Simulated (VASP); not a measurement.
SiC: single point with r2SCAN

Crystal: SiC.

```xyz
12
Lattice="3.0785 0.0000 0.0000 -1.5392 2.6660 0.0000 0.0000 0.0000 15.1069" Properties=species:S:1:pos:R:3 pbc="T T T"
Si    0.0000    1.7774   12.5838
Si    1.5392    0.8887    5.0304
Si    1.5392    0.8887   10.0688
Si    0.0000    1.7774    2.5153
Si    0.0000    0.0000    7.5493
Si    0.0000    0.0000   15.1027
C     0.0000    0.0000   13.2090
C     0.0000    0.0000    5.6555
C     0.0000    1.7774   10.6957
C     1.5392    0.8887    3.1422
C     1.5392    0.8887    8.1808
C     0.0000    1.7774    0.6274
```

```yaml
Program: VASP 6.6.1
Task: single point
Functional: r2SCAN
Potentials_or_basis: VASP PAW PBE potentials, release 64 (Si, C)
Cutoff: 520 eV
k_mesh: 12 × 12 × 2
Occupations: gaussian, width 0.02 eV
Spin: no spin polarisation
```

```json
{
  "Pressure": "-0.2 GPa",
  "Band gap on the k mesh": "2.40 eV (least direct gap 3.56 eV)"
}
```

Levels at points of the mesh, in eV from the valence-band top:
| k point | band 20 | band 21 | band 22 | band 23 | band 24 | band 25 | band 26 | band 27 | band 28 | band 29 |
| --- | --- | --- | --- | --- | --- | --- | --- | --- | --- | --- |
| (0.00, 0.00, 0.00) | -0.32 | -0.32 | -0.04 | 0.00 | 0.00 | 5.76 | 5.93 | 6.34 | 6.86 | 6.91 |
| (0.50, 0.00, 0.00) | -2.34 | -1.90 | -1.87 | -1.72 | -1.16 | 2.40 | 2.61 | 3.67 | 4.35 | 5.10 |
| (0.00, 0.00, 0.50) | -0.67 | -0.10 | -0.10 | -0.10 | -0.10 | 5.83 | 5.83 | 6.58 | 6.58 | 7.29 |
| (0.50, 0.00, 0.50) | -2.46 | -1.79 | -1.79 | -1.37 | -1.37 | 2.46 | 2.46 | 3.89 | 3.89 | 5.35 |

It took 12 min on 1 thread of Intel(R) Xeon(R) Platinum 8259CL CPU @ 2.50GHz (Skylake/Cascade Lake), on a shared host, peak memory 0.31 GiB.

Caveat: the PAW data sets were made with another functional, which shifts forces and pressure a little. A k mesh can miss the band edges.
